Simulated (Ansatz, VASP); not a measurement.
# One calculation of Tl, two programs

```
CELL_PARAMETERS angstrom
-1.98702 1.98702 1.98702
1.98702 -1.98702 1.98702
1.98702 1.98702 -1.98702
ATOMIC_POSITIONS crystal
Tl 0.00000 0.00000 0.00000
```

Alike in both runs: functional PBE; k mesh 14 × 14 × 14; occupations gaussian, width 0.1 eV; no spin polarisation.

Ansatz relaxed the structure, and its values are those at the end. VASP's run is a single point on that final structure, the one shown.

```csv
,VASP,Ansatz
version,VASP 6.6.1,Ansatz 0.2.0
potentials or method,"VASP PAW PBE potentials, release 64 (Tl_d), cutoff 520 eV","scalar-relativistic, plane waves, PAW"
valence electrons in the cell,13,13
```

```tsv
	VASP	Ansatz	Ansatz less VASP
gap on the k mesh at the Fermi level (eV)	none	none	-
pressure (GPa)	-0.1	0.0	+0.05
```

A gap of «none» marks a metal or a gap that the smearing closes.

Spin-orbit coupling is off throughout.
